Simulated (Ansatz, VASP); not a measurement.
Ta in VASP and in Ansatz

The input INCAR:

```
SYSTEM = Ta
ALGO     = Normal         ! electronic algorithm
EDIFF    = 1E-7           ! SCF threshold, eV
ENCUT    = 520            ! plane-wave cutoff, eV
GGA      = RE             ! functional
ISIF     = 2              ! what is computed and relaxed
ISMEAR   = -1             ! smearing method
LASPH    = .TRUE.         ! aspherical terms in the spheres
LCHARG   = .FALSE.        ! write CHGCAR
LREAL    = .FALSE.        ! projectors in reciprocal space
LWAVE    = .FALSE.        ! write WAVECAR
NBANDS   = 12             ! bands
NELM     = 60             ! most SCF steps
PREC     = Accurate       ! precision mode
SIGMA    = 0.1            ! smearing width, eV
```

Contents of KPOINTS:

```
k-points
0
G
  13 13 13
  0 0 0
```

File POSCAR:

```
Ta
1.0
    2.6796217643      0.0000000000      0.0000000000
    0.0000000000      2.6796217643      0.0000000000
    0.0000000000      0.0000000000      2.6796217643
Ta
1
Direct
    0.0000000000      0.0000000000      0.0000000000
```

Input for Ansatz:

```yaml
crystal:
  lattice:
    - [2.6796217643, 0.0, 0.0]
    - [0.0, 2.6796217643, 0.0]
    - [0.0, 0.0, 2.6796217643]
  atoms:
    - { symbol: Ta, position: [0.0, 0.0, 0.0] }
hamiltonian:
  xc: revpbe
  pseudopotentials:
    kind: paw
    azcp:
      Ta: "pseudopotentials/Ta.paw.azcp"
basis:
  ecutwfc: 420
  fft_grid_basis: typed
kpoints:
  mp_grid: { grid: [13, 13, 13], shift: [0, 0, 0] }
magnetization:
  spin_polarized: false
scf:
  occupations: { method: fermi_dirac, width: 0.1 }
  lower_state_search: "off"
output:
  stress: true
  write_density: true
  write_potential: true
  elf: true
  volumetric_format: npy
```

Alike in both runs: task single point; functional revPBE; k mesh 13 × 13 × 13; occupations fermi-dirac, width 0.1 eV; no spin polarisation.

```csv
,VASP,Ansatz
version,VASP 6.6.1,Ansatz 0.2.0
potentials or method,"VASP PAW PBE potentials, release 64 (Ta_pv), cutoff 520 eV","plane waves (420 eV) with PAW, scalar-relativistic"
valence electrons in the cell,11,13
```

```csv
,VASP,Ansatz,Ansatz less VASP
pressure (GPa),13.7,13.5,-0.19
```

VASP's potentials were made for PBE, not for revPBE. VASP's potentials hold 11 valence electrons a cell and Ansatz's 13, so a difference there can come from the potentials and not from the codes.

Neither program's run includes spin-orbit coupling.
